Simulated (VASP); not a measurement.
Runs of VASP 6.6.1 on Si. The structure is that of space group Fm-3m (No. 225), or close to it. The cells are those of the table. 

```tsv
cell	k mesh	gap on the mesh (eV)	pressure (GPa)
a = 2.555 Å, angles 60.0°, 1 atom	22 × 22 × 22	none	23.5
a = 2.514 Å, angles 60.0°, 1 atom	22 × 22 × 22	none	33.8
a = 2.671 Å, angles 60.0°, 1 atom	20 × 20 × 20	none	(a)
a = 2.381 Å, angles 60.0°, 1 atom	22 × 22 × 22	none	(b)
a = 2.708 Å, angles 60.0°, 1 atom	20 × 20 × 20	none	0.1
```

Alike in all rows: task single point; level PBEsol; potentials or basis VASP PAW PBE potentials, release 64 (Si); no spin polarisation; cutoff (eV) 520; smearing gaussian 0.05 eV.

Problem. Fill in the values left out.

Solution. (a) 4.2; (b) 81.0.

Caveats: the PAW data sets were made with another functional, which shifts forces and pressure a little.

A gap of «none» marks levels without a gap at the run's occupations.
